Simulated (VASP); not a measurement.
Here is a VASP 6.6.1 calculation.

File INCAR:

```
SYSTEM = C
PREC     = Accurate       ! precision mode
ENCUT    = 600            ! plane-wave cutoff, eV
EDIFF    = 1E-6           ! SCF threshold, eV
ISMEAR   = -1             ! smearing method
SIGMA    = 0.05           ! smearing width, eV
LREAL    = .FALSE.        ! projectors in reciprocal space
LASPH    = .TRUE.         ! aspherical terms in the spheres
NELM     = 120            ! most SCF steps
ALGO     = Normal         ! electronic algorithm
ISIF     = 2              ! what is computed and relaxed
LWAVE    = .FALSE.        ! write WAVECAR
LCHARG   = .TRUE.         ! write CHGCAR
GGA      = LIBXC          ! functional
LIBXC1   = GGA_X_B88    
LIBXC2   = GGA_C_PBE    
LELF     = .TRUE.         ! ELF
LVHAR    = .TRUE.       
NBANDS   = 26             ! bands
GGA_COMPAT= .FALSE.
```

Contents of KPOINTS:

```
regular mesh
0
G
  12 12 4
  0 0 0
```

File POSCAR:

```
C
1.0
    2.5221000000      0.0000000000      0.0000000000
   -1.2610500000      2.1842026709      0.0000000000
    0.0000000000      0.0000000000      8.2371000000
C
8
Direct
    0.6666666667      0.3333333333      0.8437500000
    0.3333333333      0.6666666667      0.3437500000
    0.6666666667      0.3333333333      0.6562500000
    0.3333333333      0.6666666667      0.1562500000
    0.0000000000      0.0000000000      0.9062500000
    0.0000000000      0.0000000000      0.4062500000
    0.0000000000      0.0000000000      0.5937500000
    0.0000000000      0.0000000000      0.0937500000
```

Potentials or basis: VASP PAW PBE potentials, release 64 (C).

Command:

```bash
$ cat potpaw_PBE.64/C/POTCAR > POTCAR
$ mpirun -np 1 vasp_std > vasp.out
```

(1) Predict the band gap on the k mesh.

(2) Predict the largest force.

(3) Estimate the pressure.

## Answers

(1) 4.41 eV (least direct gap 5.20 eV).

(2) 0.330 eV/Å.

(3) 2.7 GPa.

Caveat: the PAW data sets were made with another functional, which shifts forces and pressure a little.
